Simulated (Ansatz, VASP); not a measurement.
# Two plane-wave programs on CdTe

```
Cd Te
1.0
     0.00000    3.28657    3.28657
     3.28657    0.00000    3.28657
     3.28657    3.28657    0.00000
Cd Te
1 1
Direct
  0.00000 0.00000 0.00000
  0.25000 0.25000 0.25000
```

Alike in both runs: functional HSE06; k mesh 4 × 4 × 4; occupations gaussian, width 0.02 eV; no spin polarisation.

Ansatz relaxed the structure, and its values are those at the end. VASP's run is a single point on that final structure, the one shown.

|  | VASP | Ansatz |
| --- | --- | --- |
| version | VASP 6.6.1 | Ansatz 0.2.0 |
| potentials or method | VASP PAW PBE potentials, release 64 (Cd, Te), cutoff 520 eV | scalar-relativistic, plane waves, PAW |
| valence electrons in the cell | 18 | 36 |

Ansatz gave:

```
gap on the k mesh at the Fermi level (eV) : 1.51
least direct gap on the mesh (eV)         : 1.51
pressure (GPa)                            : 0.0
```

What did VASP give for the same quantities?

gap on the k mesh at the Fermi level (eV): 1.42; least direct gap on the mesh (eV): 1.42; pressure (GPa): 0.0.

The functional is the same, so the differences come from potentials, cutoffs and numerics. VASP's potentials hold 18 valence electrons a cell and Ansatz's 36, so a difference there can come from the potentials and not from the codes.

Neither program's run includes spin-orbit coupling.
